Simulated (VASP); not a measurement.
Here is a VASP 6.6.1 calculation.

The input INCAR:

```
SYSTEM = WC
ALGO = Normal ; EDIFF = 1E-6
ENCUT = 520 ; GGA = PS
ISIF = 2 ; ISMEAR = 0
LASPH = .True. ; LCHARG = .False.
LREAL = .False. ; LWAVE = .False.
NBANDS = 16 ; NELM = 60
PREC = Accurate ; SIGMA = 0.15
```

File KPOINTS:

```
k-points
0
Gamma
  12 12 12
  0 0 0
```

Contents of POSCAR:

```
WC
1.0
    2.8984136660      0.0000000000      0.0000000000
   -1.4492068330      2.5100998655      0.0000000000
    0.0000000000      0.0000000000      2.8276119028
W C
1 1
Direct
    0.0000000000      0.0000000000      0.0000000000
    0.6666666667      0.3333333333      0.5000000000
```

Potentials or basis: VASP PAW PBE potentials, release 64 (W_sv, C).

Run with:

```bash
$ cat potpaw_PBE.64/W_sv/POTCAR potpaw_PBE.64/C/POTCAR > POTCAR
$ mpirun -np 1 vasp_std > vasp.out
```

Problem. Predict the pressure.

Solution. 1.4 GPa.

Problem. What does it give for the band gap on the k mesh?

Solution. Zero (band 9 reaches 11.68 eV, above the bottom of band 10 at 10.45 eV).

Stress tensor (GPa, compression positive):
```
1.29 0.00 0.00
0.00 1.29 0.00
0.00 0.00 1.51
```

Caveat: the PAW data sets were made with another functional, which shifts forces and pressure a little; spin-orbit coupling is left out, which moves the levels of the heavy elements.
